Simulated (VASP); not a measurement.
Set up this calculation in VASP 6.6.1, as the native input.

| Property | Result |
| --- | --- |
| Task | single point |
| Functional | PBE |
| Potentials or basis | VASP PAW PBE potentials, release 64 (Al, Rh_pv) |
| Cutoff | 520 eV |
| k mesh | 6 × 6 × 4 |
| Occupations | gaussian, width 0.1 eV |
| Spin | no spin polarisation |
| Dipole correction | no |
| Further INCAR settings | ALGO = Fast; EDIFF = 1e-06; NBANDS = 28 |

The structure of Al3Rh2 lies in POSCAR:

```
Al3Rh2
1.0
    4.0314118800      0.0000000000      0.0000000000
   -2.0157059400      3.4913051000      0.0000000000
    0.0000000000      0.0000000000      4.9504277000
Al Rh
3 2
Direct
    0.0000000000      0.0000000000      0.7454000100
    0.0000000000      0.0000000000      0.2545999900
    0.6666666700      0.3333333300      0.0000000000
    0.6666666700      0.3333333300      0.5000000000
    0.3333333300      0.6666666700      0.0000000000
```

These files were run (other wordings do the same):

INCAR

```
ALGO = Fast ; EDIFF = 1E-6
ENCUT = 520 ; GGA = PE
ISIF = 2 ; ISMEAR = 0
LASPH = T ; LCHARG = F
LREAL = F ; LWAVE = F
NBANDS = 28 ; NELM = 60
PREC = Accurate ; SIGMA = 0.1
```

KPOINTS

```
k-points
0
Gamma
  6 6 4
```

Potentials or basis: VASP PAW PBE potentials, release 64 (Al, Rh_pv).

Run with:

```console
$ cat potpaw_PBE.64/Al/POTCAR potpaw_PBE.64/Rh_pv/POTCAR > POTCAR
$ mpirun -np 1 vasp_std > vasp.out
```

It gave:

The pressure is 19.8 GPa. The largest force is 0.606 eV/Å.

It took 38 s on 1 thread of Intel(R) Xeon(R) Platinum 8488C (Sapphire Rapids), with other jobs on the host, peak memory 0.19 GiB.
